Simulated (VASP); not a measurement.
# Mg3Zr (Pm-3m) in VASP: a series of runs

Runs on Mg3Zr. Level: LDA. Tasks: single point.

Everything below comes from runs of VASP 6.6.1. Logs are shortened: lines on timing, memory, paths and dates and some standing lists are left out, and cuts for length are marked.

## Step 1: The cell of the first run

Symmetry: Pm-3m, No. 221, cubic system. The conventional cell has a = 4.442 Å, b = 4.442 Å, c = 4.442 Å, α = 90.00°, β = 90.00°, γ = 90.00°. Within 4.1 Å of Mg (site symmetry 4/mmm) lie 8 Mg at 3.14 Å and 4 Zr at 3.14 Å. Zr (site symmetry m-3m) has 12 Mg at 3.14 Å within 4.1 Å.

## Step 2: Single point, LDA

INCAR reads:

```
PREC = Accurate ; ENCUT = 520
EDIFF = 1E-6 ; ISMEAR = -1
SIGMA = 0.1 ; LREAL = F
LASPH = T ; NELM = 60
ALGO = Normal ; ISIF = 2
LWAVE = F ; LCHARG = F
GGA = CA ; NBANDS = 17
```

KPOINTS reads:

```
regular mesh
0
Gamma
  5 5 5
```

POSCAR reads:

```
Mg3Zr
1.0
    4.4422052300      0.0000000000      0.0000000000
    0.0000000000      4.4422052300      0.0000000000
    0.0000000000      0.0000000000      4.4422052300
Mg Zr
3 1
Direct
    0.5000000000      0.5000000000      0.0000000000
    0.5000000000      0.0000000000      0.5000000000
    0.0000000000      0.5000000000      0.5000000000
    0.0000000000      0.0000000000      0.0000000000
```

Potentials or basis: VASP PAW LDA potentials, release 64 (Mg, Zr_sv).

The run is started by

```sh
$ cat potpaw_LDA.64/Mg/POTCAR potpaw_LDA.64/Zr_sv/POTCAR > POTCAR
$ mpirun -np 1 vasp_std > vasp.out
```

OUTCAR:

```text
PREC = Accurate
   ENCUT = 520
   EDIFF = 1E-6
   ISMEAR = -1
   LREAL = F
   LASPH = T
   NELM = 60
   ISIF = 2
   GGA = CA

 ion  position               nearest neighbor table
   1  0.500  0.500  0.000-   2 3.14   3 3.14   4 3.14   2 3.14   3 3.14   2 3.14   4 3.14   2 3.14
                             3 3.14   4 3.14   3 3.14   4 3.14
   2  0.500  0.000  0.500-   1 3.14   3 3.14   4 3.14   1 3.14   4 3.14   1 3.14   3 3.14   1 3.14
                             3 3.14   4 3.14   4 3.14   3 3.14
   3  0.000  0.500  0.500-   1 3.14   2 3.14   4 3.14   1 3.14   4 3.14   2 3.14   4 3.14   4 3.14
                             1 3.14   2 3.14   1 3.14   2 3.14
   4  0.000  0.000  0.000-   1 3.14   2 3.14   3 3.14   2 3.14   3 3.14   1 3.14   3 3.14   3 3.14
                             1 3.14   2 3.14   2 3.14   1 3.14

  LATTYP: Found a simple cubic cell.
 ALAT       =     4.4422052300

  Lattice vectors:

 A1 = (   4.4422052300,   0.0000000000,   0.0000000000)
 A2 = (   0.0000000000,   4.4422052300,   0.0000000000)
 A3 = (   0.0000000000,   0.0000000000,   4.4422052300)

Analysis of symmetry for initial positions (statically):
=====================================================================
 Subroutine PRICEL returns:
 Original cell was already a primitive cell.

 Routine SETGRP: Setting up the symmetry group for a
 simple cubic supercell.

 Subroutine GETGRP returns: Found 48 space group operations
 (whereof 48 operations were pure point group operations)
 out of a pool of 48 trial point group operations.

The static configuration has the point symmetry O_h .

Analysis of symmetry for dynamics (positions and initial velocities):
=====================================================================
 Subroutine PRICEL returns:
 Original cell was already a primitive cell.

 Routine SETGRP: Setting up the symmetry group for a
 simple cubic supercell.

 Subroutine GETGRP returns: Found 48 space group operations
 (whereof 48 operations were pure point group operations)
 out of a pool of 48 trial point group operations.

The dynamic configuration has the point symmetry O_h .

 Subroutine INISYM returns: Found 48 space group operations
 (whereof 48 operations are pure point group operations),
 and found     1 'primitive' translations

----------------------------------------------------------------------------------------

                                     Primitive cell

  volume of cell :      87.6589

  direct lattice vectors                    reciprocal lattice vectors
     4.442205230  0.000000000  0.000000000     0.225113417  0.000000000  0.000000000
     0.000000000  4.442205230  0.000000000     0.000000000  0.225113417  0.000000000
     0.000000000  0.000000000  4.442205230     0.000000000  0.000000000  0.225113417

  length of vectors
     4.442205230  4.442205230  4.442205230     0.225113417  0.225113417  0.225113417

  position of ions in fractional coordinates (direct lattice)
     0.500000000  0.500000000  0.000000000
     0.500000000  0.000000000  0.500000000
     0.000000000  0.500000000  0.500000000
     0.000000000  0.000000000  0.000000000

  ion indices of the primitive-cell ions
   primitive index   ion index
                 1           1
                 2           2
                 3           3
                 4           4

----------------------------------------------------------------------------------------

 KPOINTS: regular mesh

Automatic generation of k-mesh.
 Grid dimensions read from file:
 generate k-points for:    5    5    5

 Generating k-lattice:

  Cartesian coordinates                     Fractional coordinates (reciprocal lattice)
     0.045022683  0.000000000  0.000000000     0.200000000  0.000000000  0.000000000
     0.000000000  0.045022683  0.000000000     0.000000000  0.200000000  0.000000000
     0.000000000  0.000000000  0.045022683     0.000000000  0.000000000  0.200000000

  Length of vectors
     0.045022683  0.045022683  0.045022683

  Shift w.r.t. Gamma in fractional coordinates (k-lattice)
     0.000000000  0.000000000  0.000000000

 Subroutine IBZKPT returns following result:
 ===========================================

 Found     10 irreducible k-points:

 Following reciprocal coordinates:
            Coordinates               Weight
  0.000000  0.000000  0.000000      1.000000
  0.200000  0.000000  0.000000      6.000000
  0.400000  0.000000  0.000000      6.000000
  0.200000  0.200000  0.000000     12.000000
  0.400000  0.200000  0.000000     24.000000
  0.400000  0.400000  0.000000     12.000000
  0.200000  0.200000  0.200000      8.000000
  0.400000  0.200000  0.200000     24.000000
  0.400000  0.400000  0.200000     24.000000
  0.400000  0.400000  0.400000      8.000000
   k-points           NKPTS =     10   k-points in BZ     NKDIM =     10   number of bands    NBANDS=     17
   number of dos      NEDOS =    301   number of ions     NIONS =      4
   total plane-waves  NPLWV =  46656
   dimension x,y,z NGX =    36 NGY =   36 NGZ =   36
   dimension x,y,z NGXF=    72 NGYF=   72 NGZF=   72
   ions per type =               3   1
   NGX,Y,Z   is equivalent  to a cutoff of  13.47, 13.47, 13.47 a.u.
   NGXF,Y,Z  is equivalent  to a cutoff of  26.95, 26.95, 26.95 a.u.
 SYSTEM =  unknown system
   PREC   = accura    normal or accurate (medium, high low for compatibility)
   ISTART =      0    job   : 0-new  1-cont  2-samecut
   ICHARG =      2    charge: 1-file 2-atom 10-const
   ISPIN  =      1    spin polarized calculation?
   LNONCOLLINEAR =      F non collinear calculations
   LSORBIT =      F    spin-orbit coupling
   LASPH  =      T    aspherical Exc in radial PAW
   ENCUT  =  520.0 eV  38.22 Ry    6.18 a.u.   8.26  8.26  8.26*2*pi/ulx,y,z
   NELM   =     60;   NELMIN=  2; NELMDL= -5     # of ELM steps
   EDIFF  = 0.1E-05   stopping-criterion for ELM
   LREAL  =      F    real-space projection
   EDIFFG = 0.1E-04   stopping-criterion for IOM
   NSW    =      0    number of steps for IOM
   IBRION =     -1    ionic relax: 0-MD 1-quasi-New 2-CG
   NFREE  =      0    steps in history (QN), initial steepest desc. (CG)
   ISIF   =      2    stress and relaxation
   ISYM   =      2    0-nonsym 1-usesym 2-fastsym
   POTIM  = 0.5000    time-step for ionic-motion
   TEBEG  =    0.0;   TEEND  =   0.0 temperature during run
   PSTRESS=    0.0 pullay stress
   NELECT =      18.0000    total number of electrons
   NUPDOWN=      -1.0000    fix difference up-down
   EMIN   =  10.00;   EMAX   =-10.00  energy-range for DOS
   EFERMI =   0.00;   METHOD = LEGACY
   ISMEAR =    -1;   SIGMA  =   0.10  broadening in eV -4-tet -1-fermi 0-gaus
   EFERMI_NEDOS =   21; number of points for ismear=-14 and -15
   IALGO  =     38    algorithm
   IMIX   =      4    mixing-type and parameters
     AMIX     =   0.40;   BMIX     =  1.00
     AMIX_MAG =   1.60;   BMIX_MAG =  1.00
  volume/ion in A,a.u.               =      21.91       147.89
  Fermi-wavevector in a.u.,A,eV,Ry     =   0.965829  1.825153 12.691872  0.932826
  Thomas-Fermi vector in A             =   2.095579
   LORBIT       =      0    0 simple, 1 ext, 2 COOP (PROOUT), +10 PAW based schemes
   GGA     = CA    functional components
   LHFCALC =     F    Hartree Fock is set to
   AEXX    =    0.0000 exact exchange contribution
   IVDW    =     0    specifies the selected vdW correction
   LEPSILON=     F    determine dielectric tensor
   LRPA    =     F    only Hartree local field effects (RPA)
 non-spin polarized calculation
  energy-cutoff  :      520.00
  volume of cell :       87.66
 maximum number of plane-waves:      2373
 NGX is ok and might be reduce to    36
   NGX = 17   NGY = 17   NGZ = 17

 number of electron      18.0000001 magnetization

 Free energy of the ion-electron system (eV)
  ---------------------------------------------------
  ext. energy  EPLUGINS =         0.00000000
  ---------------------------------------------------
  free energy    TOTEN  =       -14.70192137 eV

  energy without entropy =      -14.56455865  energy(sigma->0) =      -14.63324001

 E-fermi :   3.9542     XC(G=0):  -9.5606

 val. band max:        3.8886399056   @ k =   0.4000   0.4000   0.2000
 cond. band min:       4.0298743853   @ k =   0.4000   0.2000   0.2000
 fundamental gap:      0.1412344797
 Fermi energy:         3.9541574087

 k-point     1 :       0.0000    0.0000    0.0000
  band No.  band energies     occupation
      1     -44.6823      2.00000
      2     -22.8481      2.00000
      3     -22.8481      2.00000
      4     -22.8481      2.00000
      5      -2.4488      2.00000
      6       2.7663      1.99999
[... 9 lines left out ...]
     16      10.3174      0.00000
     17      11.0431      0.00000

 k-point     2 :       0.2000    0.0000    0.0000
  band No.  band energies     occupation
      1     -44.6821      2.00000
      2     -22.8548      2.00000
      3     -22.8476      2.00000
      4     -22.8476      2.00000
      5      -2.1158      2.00000
      6       2.0022      2.00000
[... 9 lines left out ...]
     16      10.6704      0.00000
     17      10.6713      0.00000

 k-point     3 :       0.4000    0.0000    0.0000
  band No.  band energies     occupation
      1     -44.6818      2.00000
      2     -22.8656      2.00000
      3     -22.8470      2.00000
      4     -22.8470      2.00000
      5      -1.1558      2.00000
      6       0.3184      2.00000
[... 9 lines left out ...]
     16       9.3599      0.00000
     17       9.3599      0.00000

 k-point     4 :       0.2000    0.2000    0.0000
  band No.  band energies     occupation
      1     -44.6819      2.00000
      2     -22.8545      2.00000
      3     -22.8540      2.00000
      4     -22.8472      2.00000
      5      -1.7907      2.00000
      6       2.2033      2.00000
[... 9 lines left out ...]
     16      10.2531      0.00000
     17      10.4801      0.00000

 k-point     5 :       0.4000    0.2000    0.0000
  band No.  band energies     occupation
      1     -44.6816      2.00000
      2     -22.8649      2.00000
      3     -22.8533      2.00000
      4     -22.8465      2.00000
      5      -0.8587      2.00000
      6       0.5812      2.00000
[... 9 lines left out ...]
     16       8.8541      0.00000
     17      10.3245      0.00000

 k-point     6 :       0.4000    0.4000    0.0000
  band No.  band energies     occupation
      1     -44.6813      2.00000
      2     -22.8638      2.00000
      3     -22.8636      2.00000
      4     -22.8459      2.00000
      5      -0.0656      2.00000
      6       1.1135      2.00000
[... 9 lines left out ...]
     16       9.1789      0.00000
     17       9.4095      0.00000

 k-point     7 :       0.2000    0.2000    0.2000
  band No.  band energies     occupation
      1     -44.6817      2.00000
      2     -22.8542      2.00000
      3     -22.8534      2.00000
      4     -22.8534      2.00000
      5      -1.4738      2.00000
      6       2.3395      2.00000
[... 9 lines left out ...]
     16       9.5032      0.00000
     17      10.0077      0.00000

 k-point     8 :       0.4000    0.2000    0.2000
  band No.  band energies     occupation
      1     -44.6814      2.00000
      2     -22.8641      2.00000
      3     -22.8530      2.00000
      4     -22.8526      2.00000
      5      -0.5722      2.00000
      6       0.8507      2.00000
[... 9 lines left out ...]
     16       9.2602      0.00000
     17      10.6563      0.00000

 k-point     9 :       0.4000    0.4000    0.2000
  band No.  band energies     occupation
      1     -44.6811      2.00000
      2     -22.8630      2.00000
      3     -22.8628      2.00000
      4     -22.8519      2.00000
      5       0.1942      2.00000
      6       1.4360      2.00000
[... 9 lines left out ...]
     16       9.0673      0.00000
     17       9.5183      0.00000

 k-point    10 :       0.4000    0.4000    0.4000
  band No.  band energies     occupation
      1     -44.6808      2.00000
      2     -22.8619      2.00000
      3     -22.8616      2.00000
      4     -22.8616      2.00000
      5       0.8891      2.00000
      6       1.8701      2.00000
[... 9 lines left out ...]
     16       8.5673      0.00000
     17       8.8266      0.00000

------------------------ aborting loop because EDIFF is reached ----------------------------------------

  FORCE on cell =-STRESS in cart. coord.  units (eV):
  Direction    XX          YY          ZZ          XY          YZ          ZX
  --------------------------------------------------------------------------------------
  -------------------------------------------------------------------------------------
  Total       -1.6732380     -1.6732380     -1.6732380     -0.0000000      0.0000000     -0.0000000
  in kB      -30.5824621    -30.5824621    -30.5824621     -0.0000000      0.0000000     -0.0000000
  external PRESSURE =     -30.5824621 kB  Pullay stress =       0.0000000 kB

 VOLUME and BASIS-vectors are now :
 -----------------------------------------------------------------------------
  energy-cutoff  :      520.00
  volume of cell :       87.66
      direct lattice vectors                 reciprocal lattice vectors
     4.442205230  0.000000000  0.000000000     0.225113417  0.000000000  0.000000000
     0.000000000  4.442205230  0.000000000     0.000000000  0.225113417  0.000000000
     0.000000000  0.000000000  4.442205230     0.000000000  0.000000000  0.225113417

 POSITION                                       TOTAL-FORCE (eV/Angst)
 -----------------------------------------------------------------------------------
      2.22110      2.22110      0.00000         0.000000      0.000000      0.000000
      2.22110      0.00000      2.22110         0.000000      0.000000      0.000000
      0.00000      2.22110      2.22110         0.000000      0.000000      0.000000
      0.00000      0.00000      0.00000         0.000000      0.000000      0.000000
 -----------------------------------------------------------------------------------
    total drift:                               -0.000000     -0.000000     -0.000000

  FREE ENERGIE OF THE ION-ELECTRON SYSTEM (eV)
  ---------------------------------------------------
  free  energy   TOTEN  =       -14.7019213655 eV

  energy  without entropy=      -14.5645586466  energy(sigma->0) =      -14.63324001
```

It took 25 s on 1 thread of AMD EPYC 7R13 (Zen 3), shared host; peak memory 0.14 GiB.

What came out:

| Quantity | Value |
| --- | --- |
| Free energy | -14.7019 eV |
| Pressure | -3.1 GPa |
| Band gap on the k mesh | zero (band 9 reaches 4.76 eV, above the bottom of band 10 at 3.48 eV) |

## Step 3: Single point, LDA

INCAR reads:

```
SYSTEM = Mg3Zr
ALGO = Normal
EDIFF = 1E-6
ENCUT = 520
ISIF = 2
ISMEAR = -1
LASPH = .TRUE.
LCHARG = .FALSE.
LREAL = .FALSE.
LWAVE = .FALSE.
NBANDS = 17
NELM = 100
PREC = Accurate
SIGMA = 0.1
```

KPOINTS reads:

```
k-points
0
G
  5 5 5
  0 0 0
```

POSCAR is that of step 2.

Potentials or basis: VASP PAW LDA potentials, release 64 (Mg, Zr_sv).

The run is started by

```sh
$ cat potpaw_LDA.64/Mg/POTCAR potpaw_LDA.64/Zr_sv/POTCAR > POTCAR
$ mpirun -np 1 vasp_std > vasp.out
```

It used 37 s of CPU time on 1 thread of AMD EPYC 7R13 Processor (Zen 3), on a shared host.

The run converged. Its results:

* Free energy: -14.7019 eV
* Pressure: -3.1 GPa
* Band gap on the k mesh: zero (band 9 reaches 4.76 eV, above the bottom of band 10 at 3.48 eV)

Levels at points of the mesh, in eV from the Fermi level:
| k point | band 4 | band 5 | band 6 | band 7 | band 8 | band 9 | band 10 | band 11 | band 12 | band 13 |
| --- | --- | --- | --- | --- | --- | --- | --- | --- | --- | --- |
| (0.00, 0.00, 0.00) | -26.80 | -6.40 | -1.19 | -1.19 | 0.81 | 0.81 | 0.81 | 1.07 | 1.07 | 1.07 |
